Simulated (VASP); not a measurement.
**Sn: single point with PBE**

Sn:

```
Sn
1.0
     0.00000    3.23334    3.23334
     3.23334    0.00000    3.23334
     3.23334    3.23334    0.00000
Sn
2
Direct
  0.50000 0.50000 0.50000
  0.75000 0.75000 0.75000
```

This isn't the form of Sn at room conditions, which is tetragonal (white tin).

* Program: VASP 6.6.1
* Task: single point
* Functional: PBE
* Potentials or basis: VASP PAW PBE potentials, release 64 (Sn_d)
* Cutoff: 500 eV
* k mesh: 8 × 8 × 8
* Occupations: gaussian, width 0.1 eV
* Spin: no spin polarisation
* Dipole correction: no
* Further INCAR settings: ALGO = Normal; EDIFF = 1e-06; NBANDS = 21

* Pressure: 3.8 GPa
* Band gap on the k mesh: zero (bands 14 and 15 overlap by 0.07 eV)

Levels at points of the mesh, in eV from the Fermi level:
```csv
k point,band 12,band 13,band 14,band 15,band 16,band 17
"(0.00, 0.00, 0.00)",-0.55,0.10,0.10,0.10,2.17,2.17
"(0.50, 0.00, 0.00)",-6.32,-1.12,-1.12,0.02,3.25,3.25
"(0.50, 0.50, 0.00)",-7.54,-2.49,-2.49,0.82,0.82,7.81
```

Wall time 38 s on 1 thread of AMD EPYC 7R43 64-Core Processor (Zen 3), with other jobs on the host, peak memory 0.17 GiB.

Caveat: the cell stands under pressure; spin-orbit coupling is left out, which moves the levels of the heavy elements.
